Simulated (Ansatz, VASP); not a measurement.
**TiO2: VASP beside Ansatz**

Contents of INCAR:

```
PREC = Accurate
ENCUT = 520
EDIFF = 1E-7
ISMEAR = 0
SIGMA = 0.02
LREAL = False
LASPH = True
NELM = 100
ALGO = Normal
ISIF = 2
LWAVE = False
LCHARG = False
GGA = PS
NBANDS = 60
```

File KPOINTS:

```
Automatic mesh
0
Gamma
  6 4 6
```

Contents of POSCAR:

```
TiO2
1.0
    4.5377931379      0.0000000000      0.0000000000
    0.0000000000      5.4949478155      0.0000000000
    0.0000000000      0.0000000000      4.8789254389
Ti O
4 8
Direct
    0.5000000000      0.6751292638      0.7500000000
    0.0000000000      0.8248707362      0.2500000000
    0.5000000000      0.3248707362      0.2500000000
    0.0000000000      0.1751292638      0.7500000000
    0.7284324577      0.6182171582      0.0812061762
    0.2284324577      0.8817828418      0.9187938238
    0.7715675423      0.8817828418      0.5812061762
    0.2715675423      0.6182171582      0.4187938238
    0.7284324577      0.3817828418      0.5812061762
    0.2284324577      0.1182171582      0.4187938238
    0.7715675423      0.1182171582      0.0812061762
    0.2715675423      0.3817828418      0.9187938238
```

Input for Ansatz:

```yaml
crystal:
  lattice:
    - [4.5377931379, 0.0, 0.0]
    - [0.0, 5.4949478155, 0.0]
    - [0.0, 0.0, 4.8789254389]
  atoms:
    - { symbol: Ti, position: [0.5, 0.6751292638, 0.75] }
    - { symbol: Ti, position: [0.0, 0.8248707362, 0.25] }
    - { symbol: Ti, position: [0.5, 0.3248707362, 0.25] }
    - { symbol: Ti, position: [0.0, 0.1751292638, 0.75] }
    - { symbol: O, position: [0.7284324577, 0.6182171582, 0.0812061762] }
    - { symbol: O, position: [0.2284324577, 0.8817828418, 0.9187938238] }
    - { symbol: O, position: [0.7715675423, 0.8817828418, 0.5812061762] }
    - { symbol: O, position: [0.2715675423, 0.6182171582, 0.4187938238] }
    - { symbol: O, position: [0.7284324577, 0.3817828418, 0.5812061762] }
    - { symbol: O, position: [0.2284324577, 0.1182171582, 0.4187938238] }
    - { symbol: O, position: [0.7715675423, 0.1182171582, 0.0812061762] }
    - { symbol: O, position: [0.2715675423, 0.3817828418, 0.9187938238] }
basis:
  ecutwfc: 420
kpoints:
  mp_grid: { grid: [6, 4, 6] }
  band_path: { path: [VBM, CBM], npoints: 2 }
hamiltonian:
  xc: pbesol
scf:
  occupations: { method: gaussian, width: 0.02 }
output:
  forces: true
  stress: true
  eigenvalues: true
```

Alike in both runs: task single point; functional PBEsol; k mesh 6 × 4 × 6; occupations gaussian, width 0.02 eV; no spin polarisation.

|  | VASP | Ansatz |
| --- | --- | --- |
| version | VASP 6.6.1 | Ansatz 0.2.0 |
| potentials or method | VASP PAW PBE potentials, release 64 (Ti_sv, O), cutoff 520 eV | scalar-relativistic, plane waves, PAW |
| valence electrons in the cell | 96 | 96 |

|  | VASP | Ansatz | Ansatz less VASP |
| --- | --- | --- | --- |
| gap on the k mesh at the Fermi level (eV) | 2.64 | 2.66 | +0.023 |
| least direct gap on the mesh (eV) | 2.70 | 2.72 | +0.026 |
| pressure (GPa) | 0.7 | 0.0 | -0.75 |
| traceless stress, the component that is largest in VASP (GPa) | -0.10 | 0.00 | +0.092 |
| rms of the force components (eV/Å) | 0.017 | 0.000 | -0.0168 |

VASP's potentials were made for PBE, not for PBEsol. Atom by atom the forces differ by 0.017 eV/Å (rms over components). The functional is the same, so the differences come from potentials, cutoffs and numerics.
